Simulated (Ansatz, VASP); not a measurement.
**Be: VASP beside Ansatz**

```xyz
2
Lattice="2.2151 0.0000 0.0000 -1.1075 1.9183 0.0000 0.0000 0.0000 3.4984" Properties=species:S:1:pos:R:3 pbc="T T T"
Be    0.0000    1.2789    0.8746
Be    1.1075    0.6394    2.6238
```

Alike in both runs: functional PBE; dispersion D3(BJ); k mesh 21 × 21 × 12; occupations fermi-dirac, width 0.15 eV; no spin polarisation.

Ansatz relaxed the structure, and its values are those at the end. VASP's run is a single point on that final structure, the one shown.

|  | VASP | Ansatz |
| --- | --- | --- |
| version | VASP 6.6.1 | Ansatz 0.2.0 |
| potentials or method | VASP PAW PBE potentials, release 64 (Be), cutoff 520 eV | scalar-relativistic, plane waves, PAW |
| valence electrons in the cell | 4 | 4 |

VASP gave:

```
gap on the k mesh at the Fermi level (eV) : none
pressure (GPa)                            : 0.2
```

Task: Which values does Ansatz return?

Result: gap on the k mesh at the Fermi level (eV): none; pressure (GPa): 0.0.

A gap of «none» marks a metal or a gap that the smearing closes.
